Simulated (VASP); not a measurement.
HPbNO4: single point with r2SCAN0

Crystal: HPbNO4.

```
CELL_PARAMETERS angstrom
4.19923 0.11117 0.16817
1.91600 3.89132 0.12568
1.76085 1.25259 6.37266
ATOMIC_POSITIONS crystal
H 0.89145 0.68202 0.62796
Pb 0.14426 0.92872 0.88352
N 0.25670 0.28861 0.30171
O 0.83108 0.65056 0.78405
O 0.38694 0.22380 0.11295
O 0.31104 0.03576 0.45856
O 0.07726 0.60633 0.32275
```

```yaml
Program: VASP 6.6.1
Task: single point
Functional: r2SCAN0
Potentials_or_basis: VASP PAW PBE potentials, release 64 (H, Pb_d, N, O)
Cutoff: 520 eV
k_mesh: 3 × 3 × 2
Occupations: fermi-dirac, width 0.05 eV
Spin: no spin polarisation
Dipole_correction: no
Grid_for_exact_exchange_PRECFOCK: Fast
Further_INCAR_settings: ALGO = Normal; EDIFF = 1e-06; NBANDS = 31
```

The pressure is -5.3 GPa and the largest force is 1.348 eV/Å. The band gap on the k mesh is 5.16 eV, direct.

Forces in eV/Å, atoms in the order of the input:
```
H   -0.029  0.054  0.669
Pb  -0.007 -0.092 -0.077
N   -0.003 -0.009 -0.025
O    0.039  0.035 -0.591
O   -0.086  0.477  1.094
O   -0.031  0.863 -0.879
O    0.116 -1.329 -0.192
```

Stress tensor (GPa, compression positive):
```
-2.59  0.35  0.19
 0.35 -6.38 -0.09
 0.19 -0.09 -6.86
```

Levels at points of the mesh, in eV from the valence-band top:
| k point | band 18 | band 19 | band 20 | band 21 | band 22 | band 23 | band 24 | band 25 | band 26 | band 27 |
| --- | --- | --- | --- | --- | --- | --- | --- | --- | --- | --- |
| (0.00, 0.00, 0.00) | -2.72 | -2.50 | -1.95 | -1.78 | -1.45 | 6.00 | 6.52 | 7.82 | 8.56 | 8.65 |
| (0.00, 0.00, 0.50) | -2.48 | -1.96 | -1.87 | -1.70 | -1.58 | 5.87 | 5.93 | 7.83 | 8.74 | 10.06 |

Wall time 2.9 min on 1 × NVIDIA H100 80GB with 1 thread of AMD EPYC 7R13 Processor (Zen 3) (shared host), peak memory 1.3 GiB.

Caveat: the k points lie up to 0.57 Å⁻¹ apart; the standard files for N, O and F lose accuracy on very short bonds; the PAW data sets were made with another functional, which shifts forces and pressure a little; spin-orbit coupling is left out, which moves the levels of the heavy elements. A k mesh can miss the band edges.
